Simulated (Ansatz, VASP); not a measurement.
# One calculation of Ir, two programs

Contents of INCAR:

```
SYSTEM = Ir
ALGO     = Normal         ! electronic algorithm
EDIFF    = 1E-7           ! SCF threshold, eV
ENCUT    = 520            ! plane-wave cutoff, eV
GGA      = PE             ! functional
ISIF     = 2              ! what is computed and relaxed
ISMEAR   = 0              ! smearing method
LASPH    = .True.         ! aspherical terms in the spheres
LCHARG   = .False.        ! write CHGCAR
LREAL    = .False.        ! projectors in reciprocal space
LWAVE    = .False.        ! write WAVECAR
NBANDS   = 10             ! bands
NELM     = 60             ! most SCF steps
PREC     = Accurate       ! precision mode
SIGMA    = 0.15           ! smearing width, eV
```

KPOINTS

```
k-points
0
Gamma
  22 22 22
  0 0 0
```

Contents of POSCAR:

```
Ir
1.0
    0.0000000000      1.8429120000      2.0732760000
    1.8429120000      0.0000000000      2.0732760000
    1.8429120000      1.8429120000      0.0000000000
Ir
1
Direct
    0.0000000000      0.0000000000      0.0000000000
```

Input for Ansatz:

```yaml
crystal:
  lattice:
    - [0.0, 1.842912, 2.073276]
    - [1.842912, 0.0, 2.073276]
    - [1.842912, 1.842912, 0.0]
  atoms:
    - { symbol: Ir, position: [0.0, 0.0, 0.0] }
basis:
  ecutwfc: 420
kpoints:
  mp_grid: { grid: [22, 22, 22] }
hamiltonian:
  xc: pbe
scf:
  occupations: { method: gaussian, width: 0.15 }
output:
  forces: true
  stress: true
  eigenvalues: true
  write_density: true
  write_potential: true
  elf: true
  volumetric_format: npy
```

Change from the starting cell: strain -0.040 along x and y, +0.080 along z, atoms carried along.

Alike in both runs: task single point; functional PBE; k mesh 22 × 22 × 22; occupations gaussian, width 0.15 eV; no spin polarisation.

```csv
,VASP,Ansatz
version,VASP 6.6.1,Ansatz 0.2.0
potentials or method,"VASP PAW PBE potentials, release 64 (Ir), cutoff 520 eV","scalar-relativistic, plane waves, PAW"
valence electrons in the cell,9,17
```

|  | VASP | Ansatz | Ansatz less VASP |
| --- | --- | --- | --- |
| gap on the k mesh at the Fermi level (eV) | none | none | - |
| pressure (GPa) | 15.2 | 14.6 | -0.66 |
| traceless stress, the component that is largest in VASP (GPa) | -30.14 | -30.30 | -0.157 |

A gap of «none» marks a metal or a gap that the smearing closes. VASP's potentials hold 9 valence electrons a cell and Ansatz's 17, so a difference there can come from the potentials and not from the codes.

Spin-orbit coupling is off throughout.
